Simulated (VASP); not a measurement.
SnO2 (Cassiterite):

```xyz
6
Lattice="4.7380 0.0000 0.0000 0.0000 4.7380 0.0000 0.0000 0.0000 3.1865" Properties=species:S:1:pos:R:3 pbc="T T T"
Sn    2.3690    2.3690    1.5933
Sn    0.0000    0.0000    0.0000
O     3.8240    0.9140    1.5933
O     3.2830    3.2830    0.0000
O     0.9140    3.8240    1.5933
O     1.4550    1.4550    0.0000
```

Base run:

- Program: VASP 6.6.1
- Functional: RPBE
- Potentials or basis: VASP PAW PBE potentials, release 64 (Sn_d, O)
- Cutoff: 520 eV
- k mesh: 6 × 6 × 8
- Occupations: fermi-dirac, width 0.05 eV
- Spin: no spin polarisation

Its results: band gap on the k mesh 1.36 eV, direct; pressure 16.0 GPa; largest force 0.326 eV/Å.

**Question.** The run is repeated on the same cell with these changes: functional from RPBE to PBEsol-based global hybrid; k mesh from 6 × 6 × 8 to 3 × 3 × 5. What comes out?

**Answer.** Band gap on the k mesh 3.69 eV, direct; pressure -2.1 GPa; largest force 0.156 eV/Å.

Several settings changed at once, so the effect can't be laid on one alone.

Caveats: some runs use coarse meshes; the PAW data sets were made with another functional, which shifts forces and pressure a little; spin-orbit coupling is left out, which moves the levels of the heavy elements.

